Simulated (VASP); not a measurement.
Input of a VASP 6.6.1 run:

File POSCAR:

```
KCl
1.0
    3.7708086043      0.0000000000      0.0000000000
    0.0000000000      3.7708086043      0.0000000000
    0.0000000000      0.0000000000      3.7708086043
K Cl
1 1
Direct
    0.0000000000      0.0000000000      0.0000000000
    0.5000000000      0.5000000000      0.5000000000
```

INCAR.step1

```
  ALGO = Normal
  EDIFF = 1E-5
  ENCUT = 520
  GGA = PE
  ISIF = 2
  ISMEAR = 0
  LASPH = True
  LCHARG = False
  LREAL = False
  LWAVE = True
  NBANDS = 15
  NELM = 100
  PREC = Accurate
  SIGMA = 0.01
```

The input INCAR.step2:

```
  AEXX = 0.5
  ALGO = Normal
  EDIFF = 1E-6
  ENCUT = 520
  GGA = PE
  HFSCREEN = 0.3
  ISIF = 2
  ISMEAR = 0
  ISTART = 1
  LASPH = True
  LCHARG = False
  LHFCALC = True
  LREAL = False
  LWAVE = False
  NBANDS = 15
  NELM = 100
  PREC = Accurate
  PRECFOCK = Normal
  SIGMA = 0.01
```

File KPOINTS:

```
k-points
0
Gamma
  4 4 4
```

Potentials or basis: VASP PAW PBE potentials, release 64 (K_sv, Cl).

Run with:

```console
$ cat potpaw_PBE.64/K_sv/POTCAR potpaw_PBE.64/Cl/POTCAR > POTCAR
$ cp INCAR.step1 INCAR
$ mpirun -np 1 vasp_std > vasp.out
$ cp INCAR.step2 INCAR
$ mpirun -np 1 vasp_std > vasp.out
```

Estimate the pressure.

0.2 GPa.

What does it give for the band gap on the k mesh?

7.25 eV (least direct gap 7.49 eV).

Caveat: the PAW data sets were made with another functional, which shifts forces and pressure a little. A k mesh can miss the band edges.
